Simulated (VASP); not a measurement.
# SiC (P6_3mc) in VASP: notebook, part 2 of 2

VASP 6.6.1. The steps go on from the part before.

## Step 3: Single point, r2SCAN

File POSCAR:

```
SiC
1.0
    3.0784702618      0.0000000029      0.0000000000
   -1.5392351334      2.6660334501      0.0000000000
    0.0000000000      0.0000000000     15.1069150256
Si C
6 6
Direct
    0.3333333333      0.6666666667      0.8329860580
    0.6666666667      0.3333333333      0.3329860580
    0.6666666667      0.3333333333      0.6665012734
    0.3333333333      0.6666666667      0.1665012734
    0.0000000000      0.0000000000      0.4997218362
    0.0000000000      0.0000000000      0.9997218362
    0.0000000000      0.0000000000      0.8743670384
    0.0000000000      0.0000000000      0.3743670384
    0.3333333333      0.6666666667      0.7079969905
    0.6666666667      0.3333333333      0.2079969905
    0.6666666667      0.3333333333      0.5415278036
    0.3333333333      0.6666666667      0.0415278036
```

File INCAR.step1:

```
SYSTEM = SiC
PREC = Accurate ; ENCUT = 660
ISMEAR = 0 ; SIGMA = 0.02
LREAL = .False. ; LASPH = .True.
NELM = 120 ; NBANDS = 36
GGA = PE ; ALGO = Normal
EDIFF = 1E-5 ; LWAVE = .True.
LCHARG = .False. ; GGA_COMPAT = .False.
```

File INCAR.step2:

```
SYSTEM = SiC
PREC = Accurate ; ENCUT = 660
EDIFF = 1E-6 ; ISMEAR = 0
SIGMA = 0.02 ; LREAL = .False.
LASPH = .True. ; NELM = 120
ALGO = Normal ; ISIF = 2
LWAVE = .False. ; LCHARG = .False.
METAGGA = R2SCAN ; LMIXTAU = .True.
NBANDS = 36 ; ISTART = 1
GGA_COMPAT = .False.
```

File KPOINTS:

```
regular mesh
0
Gamma
  12 12 2
  0 0 0
```

Potentials or basis: VASP PAW PBE potentials, release 64 (Si, C).

Command:

```
cat potpaw_PBE.64/Si/POTCAR potpaw_PBE.64/C/POTCAR > POTCAR
cp INCAR.step1 INCAR
mpirun -np 1 vasp_std > vasp.out
cp INCAR.step2 INCAR
mpirun -np 1 vasp_std > vasp.out
```

OUTCAR:

```text
SYSTEM = SiC
   PREC = Accurate
   ENCUT = 660
   EDIFF = 1E-6
   ISMEAR = 0
   LREAL = .False.
   LASPH = .True.
   NELM = 120
   ISIF = 2
   METAGGA = R2SCAN
   ISTART = 1

 ion  position               nearest neighbor table
   1  0.333  0.667  0.833-   7 1.88   7 1.88   7 1.88   9 1.89   3 3.08   3 3.08   3 3.08   6 3.08
                             6 3.08   6 3.08
   2  0.667  0.333  0.333-   8 1.88   8 1.88   8 1.88  10 1.89   4 3.08   4 3.08   4 3.08   5 3.08
                             5 3.08   5 3.08
   3  0.667  0.333  0.667-   9 1.88   9 1.88   9 1.88  11 1.89   1 3.08   1 3.08   1 3.08   5 3.08
                             5 3.08   5 3.08
   4  0.333  0.667  0.167-  10 1.88  10 1.88  10 1.88  12 1.89   2 3.08   2 3.08   2 3.08   6 3.08
                             6 3.08   6 3.08
   5  0.000  0.000  0.500-  11 1.89  11 1.89  11 1.89   8 1.89   2 3.08   2 3.08   2 3.08   3 3.08
                             3 3.08   3 3.08
   6  0.000  0.000  1.000-  12 1.89  12 1.89  12 1.89   7 1.89   1 3.08   1 3.08   1 3.08   4 3.08
                             4 3.08   4 3.08
   7  0.000  0.000  0.874-   1 1.88   1 1.88   1 1.88   6 1.89
   8  0.000  0.000  0.374-   2 1.88   2 1.88   2 1.88   5 1.89
   9  0.333  0.667  0.708-   3 1.88   3 1.88   3 1.88   1 1.89
  10  0.667  0.333  0.208-   4 1.88   4 1.88   4 1.88   2 1.89
  11  0.667  0.333  0.542-   5 1.89   5 1.89   5 1.89   3 1.89
  12  0.333  0.667  0.042-   6 1.89   6 1.89   6 1.89   4 1.89

  LATTYP: Found a hexagonal cell.
 ALAT       =     3.0784702618
 C/A-ratio  =     4.9072798308

  Lattice vectors:

 A1 = (   3.0784702618,   0.0000000029,   0.0000000000)
 A2 = (  -1.5392351334,   2.6660334501,   0.0000000000)
 A3 = (   0.0000000000,   0.0000000000,  15.1069150256)

Analysis of symmetry for initial positions (statically):
=====================================================================
 Subroutine PRICEL returns:
 Original cell was already a primitive cell.

[... 172 lines left out ...]
   LEPSILON=     F    determine dielectric tensor
   LRPA    =     F    only Hartree local field effects (RPA)
 non-spin polarized calculation
 Gauss-broadening in eV      SIGMA  =   0.02
  energy-cutoff  :      660.00
  volume of cell :      123.99
 maximum number of plane-waves:      4827
 NGX is ok and might be reduce to    28
   NGX = 13   NGY = 13   NGZ = 63

 number of electron      48.0000000 magnetization

 Free energy of the ion-electron system (eV)
  ---------------------------------------------------
  ext. energy  EPLUGINS =         0.00000000
  ---------------------------------------------------
  free energy    TOTEN  =      -115.99170346 eV

  energy without entropy =     -115.99170346  energy(sigma->0) =     -115.99170346

 E-fermi :   8.1495     XC(G=0): -11.9379

 val. band max:        8.0434680567   @ k =   0.0000   0.0000   0.0000
 cond. band min:      10.4436170203   @ k =   0.5000   0.0000   0.0000
 fundamental gap:      2.4001489636
 Fermi energy:         8.1494839825

 k-point     1 :       0.0000    0.0000    0.0000
  band No.  band energies     occupation
      1      -8.2007      2.00000
      2      -7.6600      2.00000
      3      -7.6235      2.00000
      4      -6.0856      2.00000
      5      -6.0546      2.00000
      6      -4.5709      2.00000
[... 925 lines left out ...]
     35      16.5246      0.00000
     36      16.5246      0.00000

 [... further k-points ...]

------------------------ aborting loop because EDIFF is reached ----------------------------------------

  FORCE on cell =-STRESS in cart. coord.  units (eV):
  Direction    XX          YY          ZZ          XY          YZ          ZX
  --------------------------------------------------------------------------------------
  -------------------------------------------------------------------------------------
  Total       -0.3147656     -0.3147656     -0.3144014     -0.0000000     -0.0000000      0.0000000
  in kB       -4.0674428     -4.0674428     -4.0627373     -0.0000000     -0.0000000      0.0000000
  external PRESSURE =      -4.0658743 kB  Pullay stress =       0.0000000 kB

 VOLUME and BASIS-vectors are now :
 -----------------------------------------------------------------------------
  energy-cutoff  :      660.00
  volume of cell :      123.99
      direct lattice vectors                 reciprocal lattice vectors
     3.078470262  0.000000003  0.000000000     0.324836661  0.187544534  0.000000000
    -1.539235133  2.666033450  0.000000000    -0.000000000  0.375089067  0.000000000
     0.000000000  0.000000000 15.106915026     0.000000000  0.000000000  0.066194852

 POSITION                                       TOTAL-FORCE (eV/Angst)
 -----------------------------------------------------------------------------------
     -0.00000      1.77736     12.58385        -0.000000     -0.000000     -0.001020
      1.53924      0.88868      5.03039         0.000000      0.000000     -0.001020
      1.53924      0.88868     10.06878         0.000000     -0.000000     -0.000473
     -0.00000      1.77736      2.51532        -0.000000      0.000000     -0.000473
      0.00000      0.00000      7.54926        -0.000000      0.000000      0.000858
      0.00000      0.00000     15.10271         0.000000     -0.000000      0.000858
      0.00000      0.00000     13.20899         0.000000     -0.000000     -0.000074
      0.00000      0.00000      5.65553         0.000000      0.000000     -0.000074
     -0.00000      1.77736     10.69565         0.000000     -0.000000      0.000084
      1.53924      0.88868      3.14219        -0.000000      0.000000      0.000084
      1.53924      0.88868      8.18081        -0.000000      0.000000      0.000624
     -0.00000      1.77736      0.62736         0.000000     -0.000000      0.000624
 -----------------------------------------------------------------------------------
    total drift:                                0.000000      0.000000      0.000028

  FREE ENERGIE OF THE ION-ELECTRON SYSTEM (eV)
  ---------------------------------------------------
  free  energy   TOTEN  =      -115.9917034639 eV

  energy  without entropy=     -115.9917034639  energy(sigma->0) =     -115.99170346
```

OUTCAR.step1:

```text
SYSTEM = SiC
   PREC = Accurate
   ENCUT = 660
   ISMEAR = 0
   LREAL = .False.
   LASPH = .True.
   NELM = 120
[... 1205 lines left out ...]
      1.53924      0.88868      3.14219         0.000000     -0.000000      0.001106
      1.53924      0.88868      8.18081        -0.000000      0.000000     -0.005081
     -0.00000      1.77736      0.62736        -0.000000     -0.000000     -0.005081
 -----------------------------------------------------------------------------------
    total drift:                                0.000000      0.000000     -0.000195

  FREE ENERGIE OF THE ION-ELECTRON SYSTEM (eV)
  ---------------------------------------------------
  free  energy   TOTEN  =       -90.3721149697 eV

  energy  without entropy=      -90.3721149697  energy(sigma->0) =      -90.37211497
```

Wall time 20 min (1 thread of Oxide Virtual Turin-like, shared host); peak memory 0.41 GiB.

Results:

| Item | Value |
| --- | --- |
| Free energy | -115.9917 eV |
| Pressure | -0.4 GPa |
| Band gap on the k mesh | 2.40 eV (least direct gap 3.56 eV) |

Levels at points of the mesh, in eV from the valence-band top:
```csv
k point,band 22,band 23,band 24,band 25,band 26,band 27
"(0.00, 0.00, 0.00)",-0.04,0.00,0.00,5.76,5.94,6.34
"(0.50, 0.00, 0.00)",-1.87,-1.71,-1.16,2.40,2.62,3.68
"(0.00, 0.00, 0.50)",-0.10,-0.10,-0.10,5.83,5.83,6.58
"(0.50, 0.00, 0.50)",-1.79,-1.37,-1.37,2.46,2.46,3.89
```

Caveat: the PAW data sets were made with another functional, which shifts forces and pressure a little. A k mesh can miss the band edges.
